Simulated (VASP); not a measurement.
A run of VASP 6.6.1 is set up as follows.

INCAR

```
  PREC = Accurate
  ENCUT = 520
  EDIFF = 1E-7
  ISMEAR = -1
  SIGMA = 0.05
  LREAL = False
  LASPH = True
  NELM = 100
  ALGO = Normal
  ISIF = 2
  LWAVE = False
  LCHARG = False
  GGA = RP
  NBANDS = 13
```

The input KPOINTS:

```
Automatic mesh
0
Gamma
  12 12 12
```

The input POSCAR:

```
W
1.0
   -1.5928244114      1.5928244114      1.5928244114
    1.5928244114     -1.5928244114      1.5928244114
    1.5928244114      1.5928244114     -1.5928244114
W
1
Direct
    0.0000000000      0.0000000000      0.0000000000
```

Potentials or basis: VASP PAW PBE potentials, release 64 (W_sv).

Launch:

```sh
$ cat potpaw_PBE.64/W_sv/POTCAR > POTCAR
$ mpirun -np 1 vasp_std > vasp.out
```

Problem. What does it give for the pressure?

Solution. 3.9 GPa.

Problem. What does it give for the band gap on the k mesh?

Solution. Zero (band 7 reaches 16.27 eV, above the bottom of band 8 at 10.05 eV).

Caveat: the PAW data sets were made with another functional, which shifts forces and pressure a little; spin-orbit coupling is left out, which moves the levels of the heavy elements.
